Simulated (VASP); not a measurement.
A run of VASP 6.6.1 is set up as follows.

The input INCAR:

```
PREC = Accurate ; ENCUT = 520
EDIFF = 1E-6 ; ISMEAR = -1
SIGMA = 0.1 ; LREAL = False
LASPH = True ; NELM = 60
ALGO = Normal ; ISIF = 2
LWAVE = False ; LCHARG = True
GGA = PE ; LELF = True
LVHAR = True ; NBANDS = 50
```

Contents of KPOINTS:

```
Automatic mesh
0
Gamma
  5 5 5
```

Contents of POSCAR:

```
Pt
1.0
    5.0664215062      0.0000000000      0.0000000000
    0.0000000000      5.0664215062      0.0000000000
    0.0000000000      0.0000000000      5.0664215062
Pt
8
Direct
    1.0000000000      1.0000000000      0.0000000000
    0.5000000000      0.5000000000      0.5000000000
    0.2500000000      1.0000000000      0.5000000000
    0.7500000000      1.0000000000      0.5000000000
    0.5000000000      0.2500000000      0.0000000000
    0.5000000000      0.7500000000      0.0000000000
    0.0000000000      0.5000000000      0.2500000000
    0.0000000000      0.5000000000      0.7500000000
```

Potentials or basis: VASP PAW PBE potentials, release 64 (Pt).

Command:

```console
$ cat potpaw_PBE.64/Pt/POTCAR > POTCAR
$ mpirun -np 1 vasp_std > vasp.out
```

Problem. Estimate the pressure.

Solution. -0.5 GPa.

Problem. What does it give for the band gap on the k mesh?

Solution. Zero (bands 40 and 41 overlap by 0.40 eV).

Caveat: spin-orbit coupling is left out, which moves the levels of the heavy elements.
